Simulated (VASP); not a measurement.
Write the native input for VASP 6.6.1 that does the following.

```yaml
Task: single point
Functional: LDA
Potentials_or_basis: VASP PAW LDA potentials, release 64 (C)
Cutoff: 520 eV
k_mesh: 14 × 14 × 8
Occupations: gaussian, width 0.15 eV
Spin: no spin polarisation
Dipole_correction: no
Further_INCAR_settings: ALGO = Normal; EDIFF = 1e-06; NBANDS = 11
```

The structure of C lies in POSCAR:

```
C
1.0
    2.1690427494     -1.2523720768      0.0000000000
    2.1690427494      1.2523720768      0.0000000000
   -1.4061174550      0.0000000000      3.5715303828
C
2
Direct
    0.8333560000      0.8333560000      0.0000930000
    0.1666440000      0.1666440000      0.9999070000
```

These files were run (other wordings do the same):

INCAR

```
PREC     = Accurate       # precision mode
ENCUT    = 520            # plane-wave cutoff, eV
EDIFF    = 1E-6           # SCF threshold, eV
ISMEAR   = 0              # smearing method
SIGMA    = 0.15           # smearing width, eV
LREAL    = F              # projectors in reciprocal space
LASPH    = T              # aspherical terms in the spheres
NELM     = 100            # most SCF steps
ALGO     = Normal         # electronic algorithm
ISIF     = 2              # what is computed and relaxed
LWAVE    = F              # write WAVECAR
LCHARG   = F              # write CHGCAR
GGA      = CA             # functional
NBANDS   = 11             # bands
```

KPOINTS

```
Automatic mesh
0
Gamma
  14 14 8
```

Potentials or basis: VASP PAW LDA potentials, release 64 (C).

The run is started by

```sh
$ cat potpaw_LDA.64/C/POTCAR > POTCAR
$ mpirun -np 1 vasp_std > vasp.out
```

Results of the run:

- Pressure: -17.3 GPa
- Largest force: 0.005 eV/Å

Caveat: the stress differs along the axes, from -25 to -1 GPa.

It took 120 s on 1 thread of Intel Xeon 8259CL (shared host), peak memory 0.17 GiB.
